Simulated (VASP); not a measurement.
# SnO2 (I4/mmm) in VASP: further runs

SnO2 is run at these levels: r2SCAN; tasks: single point.

All numbers are computed with VASP 6.6.1; they aren't measurements. Logs are shortened: lines on timing, memory, paths and dates and some standing lists are left out, and cuts for length are marked.

**1. The cell of the first run**

The structure is tetragonal, space group I4/mmm (No. 139). The conventional cell has a = 3.583 Å, b = 3.583 Å, c = 5.219 Å, α = 90.00°, β = 90.00°, γ = 90.00°. Within 2.9 Å of Sn (site symmetry 4/mmm) lie 8 O at 2.22 Å. O (site symmetry -4m2) has 4 Sn at 2.22 Å and 6 O at 2.53 to 2.61 Å within 2.9 Å.

**2. Single point, r2SCAN (uniaxial z strain +3.0%)**

Contents of POSCAR:

```
SnO2
1.0
    0.0000000000      2.5334669716      2.6094709807
    2.5334669716      0.0000000000      2.6094709807
    2.5334669716      2.5334669716      0.0000000000
Sn O
1 2
Direct
    0.0000000000      0.0000000000      0.0000000000
    0.2500000000      0.2500000000      0.2500000000
    0.7500000000      0.7500000000      0.7500000000
```

Contents of INCAR.step1:

```
SYSTEM = SnO2
PREC = Accurate
ENCUT = 520
ISMEAR = -1
SIGMA = 0.02
LREAL = .False.
LASPH = .True.
NELM = 60
NBANDS = 20
GGA = PE
ALGO = Normal
EDIFF = 1E-4
LWAVE = .True.
LCHARG = .False.
```

Contents of INCAR.step2:

```
SYSTEM = SnO2
PREC = Accurate
ENCUT = 520
EDIFF = 1E-7
ISMEAR = -1
SIGMA = 0.02
LREAL = .False.
LASPH = .True.
NELM = 60
ALGO = Normal
ISIF = 2
LWAVE = .False.
LCHARG = .False.
METAGGA = R2SCAN
LMIXTAU = .True.
NBANDS = 20
ISTART = 1
```

Contents of KPOINTS:

```
Automatic mesh
0
Gamma
  8 8 8
  0 0 0
```

Potentials or basis: VASP PAW PBE potentials, release 64 (Sn_d, O).

On the command line:

```bash
> cat potpaw_PBE.64/Sn_d/POTCAR potpaw_PBE.64/O/POTCAR > POTCAR
> cp INCAR.step1 INCAR
> mpirun -np 1 vasp_std > vasp.out
> cp INCAR.step2 INCAR
> mpirun -np 1 vasp_std > vasp.out
```

OUTCAR:

```text
SYSTEM = SnO2
   PREC = Accurate
   ENCUT = 520
   EDIFF = 1E-7
   ISMEAR = -1
   LREAL = .False.
   LASPH = .True.
   NELM = 60
   ISIF = 2
   METAGGA = R2SCAN
   ISTART = 1

 ion  position               nearest neighbor table
   1  0.000  0.000  0.000-   3 2.22   3 2.22   3 2.22   2 2.22   3 2.22   2 2.22   2 2.22   2 2.22

   2  0.250  0.250  0.250-   1 2.22   1 2.22   1 2.22   1 2.22
   3  0.750  0.750  0.750-   1 2.22   1 2.22   1 2.22   1 2.22

  LATTYP: Found a body centered tetragonal cell.
 ALAT       =     3.5828633511
 C/A-ratio  =     1.4566399692

  Lattice vectors:

 A1 = (  -2.5334669716,   0.0000000000,   2.6094709807)
 A2 = (   2.5334669716,   0.0000000000,   2.6094709807)
 A3 = (   0.0000000000,   2.5334669716,  -2.6094709807)

Analysis of symmetry for initial positions (statically):
=====================================================================
 Subroutine PRICEL returns:
 Original cell was already a primitive cell.

 Routine SETGRP: Setting up the symmetry group for a
 body centered tetragonal supercell.

 Subroutine GETGRP returns: Found 16 space group operations
 (whereof 16 operations were pure point group operations)
 out of a pool of 16 trial point group operations.

The static configuration has the point symmetry D_4h.

Analysis of symmetry for dynamics (positions and initial velocities):
=====================================================================
 Subroutine PRICEL returns:
 Original cell was already a primitive cell.

 Routine SETGRP: Setting up the symmetry group for a
 body centered tetragonal supercell.

 Subroutine GETGRP returns: Found 16 space group operations
 (whereof 16 operations were pure point group operations)
 out of a pool of 16 trial point group operations.

The dynamic configuration has the point symmetry D_4h.

 Subroutine INISYM returns: Found 16 space group operations
 (whereof 16 operations are pure point group operations),
 and found     1 'primitive' translations

----------------------------------------------------------------------------------------

                                     Primitive cell

  volume of cell :      33.4975

  direct lattice vectors                    reciprocal lattice vectors
     0.000000000  2.533466972  2.609470981    -0.197358010  0.197358010  0.191609718
     2.533466972  0.000000000  2.609470981     0.197358010 -0.197358010  0.191609718
[... 78 lines left out ...]
   PREC   = accura    normal or accurate (medium, high low for compatibility)
   ISTART =      1    job   : 0-new  1-cont  2-samecut
   ICHARG =      0    charge: 1-file 2-atom 10-const
   ISPIN  =      1    spin polarized calculation?
   LNONCOLLINEAR =      F non collinear calculations
   LSORBIT =      F    spin-orbit coupling
   LASPH  =      T    aspherical Exc in radial PAW
   ENCUT  =  520.0 eV  38.22 Ry    6.18 a.u.   6.76  6.76  6.66*2*pi/ulx,y,z
   NELM   =     60;   NELMIN=  2; NELMDL=  0     # of ELM steps
   EDIFF  = 0.1E-06   stopping-criterion for ELM
   LREAL  =      F    real-space projection
   EDIFFG = 0.1E-05   stopping-criterion for IOM
   NSW    =      0    number of steps for IOM
   IBRION =     -1    ionic relax: 0-MD 1-quasi-New 2-CG
   NFREE  =      0    steps in history (QN), initial steepest desc. (CG)
   ISIF   =      2    stress and relaxation
   ISYM   =      2    0-nonsym 1-usesym 2-fastsym
   POTIM  = 0.5000    time-step for ionic-motion
   TEBEG  =    0.0;   TEEND  =   0.0 temperature during run
   PSTRESS=    0.0 pullay stress
   NELECT =      26.0000    total number of electrons
   NUPDOWN=      -1.0000    fix difference up-down
   EMIN   =  10.00;   EMAX   =-10.00  energy-range for DOS
   EFERMI =   0.00;   METHOD = LEGACY
   ISMEAR =    -1;   SIGMA  =   0.02  broadening in eV -4-tet -1-fermi 0-gaus
   EFERMI_NEDOS =   21; number of points for ismear=-14 and -15
   IALGO  =     38    algorithm
   IMIX   =      4    mixing-type and parameters
     AMIX     =   0.40;   BMIX     =  1.00
     AMIX_MAG =   1.60;   BMIX_MAG =  1.00
  volume/ion in A,a.u.               =      11.17        75.35
  Fermi-wavevector in a.u.,A,eV,Ry     =   1.504510  2.843111 30.797455  2.263549
  Thomas-Fermi vector in A             =   2.615480
   LORBIT       =      0    0 simple, 1 ext, 2 COOP (PROOUT), +10 PAW based schemes
   METAGGA = R2SCAN    functional components
   LHFCALC =     F    Hartree Fock is set to
   AEXX    =    0.0000 exact exchange contribution
   IVDW    =     0    specifies the selected vdW correction
   LEPSILON=     F    determine dielectric tensor
   LRPA    =     F    only Hartree local field effects (RPA)
 non-spin polarized calculation
  energy-cutoff  :      520.00
  volume of cell :       33.50
 maximum number of plane-waves:       917
   NGX = 13   NGY = 13   NGZ = 13

 number of electron      25.9999989 magnetization

 Free energy of the ion-electron system (eV)
  ---------------------------------------------------
  ext. energy  EPLUGINS =         0.00000000
  ---------------------------------------------------
  free energy    TOTEN  =       -41.44301461 eV

  energy without entropy =      -41.44301448  energy(sigma->0) =      -41.44301454

 E-fermi :   7.6190     XC(G=0): -12.5915

 val. band max:        7.4110586614   @ k =  -0.2500   0.2500   0.5000
 cond. band min:       7.8083042233   @ k =   0.0000   0.0000   0.0000
 fundamental gap:      0.3972455619
 Fermi energy:         7.6190041631

 k-point     1 :       0.0000    0.0000    0.0000
  band No.  band energies     occupation
      1     -13.9077      2.00000
      2     -13.8754      2.00000
      3     -13.8754      2.00000
      4     -13.7316      2.00000
      5     -13.7185      2.00000
      6     -13.1318      2.00000
[... 541 lines left out ...]
     19      23.7997      0.00000
     20      25.8881      0.00000

 [... further k-points ...]
[... 5 lines left out ...]
  --------------------------------------------------------------------------------------
  -------------------------------------------------------------------------------------
  Total       -0.0677116     -0.0677116     -2.9774947      0.0000000     -0.0000000      0.0000000
  in kB       -3.2386255     -3.2386255   -142.4126684      0.0000000     -0.0000000      0.0000000
  external PRESSURE =     -49.6299731 kB  Pullay stress =       0.0000000 kB

 VOLUME and BASIS-vectors are now :
 -----------------------------------------------------------------------------
  energy-cutoff  :      520.00
  volume of cell :       33.50
      direct lattice vectors                 reciprocal lattice vectors
     0.000000000  2.533466972  2.609470981    -0.197358010  0.197358010  0.191609718
     2.533466972  0.000000000  2.609470981     0.197358010 -0.197358010  0.191609718
     2.533466972  2.533466972  0.000000000     0.197358010  0.197358010 -0.191609718

 POSITION                                       TOTAL-FORCE (eV/Angst)
 -----------------------------------------------------------------------------------
      0.00000      0.00000      0.00000        -0.000000      0.000000      0.000000
      1.26673      1.26673      1.30474         0.000000      0.000000     -0.000000
      3.80020      3.80020      3.91421        -0.000000     -0.000000      0.000000
 -----------------------------------------------------------------------------------
    total drift:                               -0.000000     -0.000000      0.000000

  FREE ENERGIE OF THE ION-ELECTRON SYSTEM (eV)
  ---------------------------------------------------
  free  energy   TOTEN  =       -41.4430146111 eV

  energy  without entropy=      -41.4430144757  energy(sigma->0) =      -41.44301454
```

Wall time 2.2 min (1 thread of Intel Xeon Platinum 8375C at 2.90GHz (Ice Lake), shared host); peak memory 0.18 GiB.

Results:

- Free energy: -41.4430 eV
- Pressure: -5.0 GPa
- Band gap on the k mesh: 0.40 eV, indirect (least direct gap 1.73 eV)

Stress tensor (GPa, compression positive):
```
 -0.32   0.00   0.00
  0.00  -0.32   0.00
  0.00   0.00 -14.24
```

Caveat: the cell differs from its parent crystal (uniaxial z strain +3.0%); the PAW data sets were made with another functional, which shifts forces and pressure a little; spin-orbit coupling is left out, which moves the levels of the heavy elements.

(Continued in part 2 of 2.)
